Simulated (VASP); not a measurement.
# Sc2As3Rh: single point with r2SCAN+rVV10

Crystal: Sc2As3Rh.

```xyz
6
Lattice="2.8335 1.6359 3.8610 -2.8335 1.6359 3.8610 0.0000 -3.2718 3.8610" Properties=species:S:1:pos:R:3 pbc="T T T"
Sc    0.0000    0.0000    4.2092
Sc    0.0000    0.0000    7.3739
As    0.0000   -1.6359    1.9305
As   -1.4167    0.8179    1.9305
As    1.4167    0.8179    1.9305
Rh    0.0000    0.0000    0.0000
```

- Program: VASP 6.6.1
- Task: single point
- Functional: r2SCAN
- Dispersion: rVV10
- Potentials or basis: VASP PAW PBE potentials, release 64 (Sc_sv, As, Rh_pv)
- Cutoff: 520 eV
- k mesh: 6 × 6 × 6
- Occupations: fermi-dirac, width 0.03 eV
- Spin: no spin polarisation

| Property | Result |
| --- | --- |
| Pressure | 0.6 GPa |
| Largest force | 0.030 eV/Å |
| Band gap on the k mesh | zero (bands 26 and 27 overlap by 0.55 eV) |

Forces in eV/Å, atoms in the order of the input:
```
Sc   0.000  0.000  0.030
Sc   0.000  0.000 -0.030
As   0.000  0.000  0.000
As   0.000  0.000  0.000
As   0.000  0.000  0.000
Rh   0.000  0.000  0.000
```

Stress tensor (GPa, compression positive):
```
0.54 0.00 0.00
0.00 0.54 0.00
0.00 0.00 0.75
```

Levels at points of the mesh, in eV from the Fermi level:
| k point | band 23 | band 24 | band 25 | band 26 | band 27 | band 28 | band 29 | band 30 |
| --- | --- | --- | --- | --- | --- | --- | --- | --- |
| (0.00, 0.00, 0.00) | -3.02 | -1.53 | -1.53 | -0.79 | 0.71 | 0.71 | 1.14 | 2.45 |
| (0.50, 0.00, 0.00) | -2.34 | -1.89 | -1.86 | -0.70 | -0.07 | 0.39 | 1.00 | 1.41 |
| (0.50, 0.50, 0.00) | -1.98 | -1.70 | -1.29 | 0.08 | 0.16 | 0.39 | 1.14 | 1.35 |
| (0.50, 0.50, 0.50) | -1.49 | -1.09 | -0.20 | -0.20 | 0.92 | 0.92 | 1.61 | 1.61 |

Wall time 14 min on 1 thread of AMD EPYC 7R13, on a shared host, peak memory 0.53 GiB.

Caveat: the PAW data sets were made with another functional, which shifts forces and pressure a little.
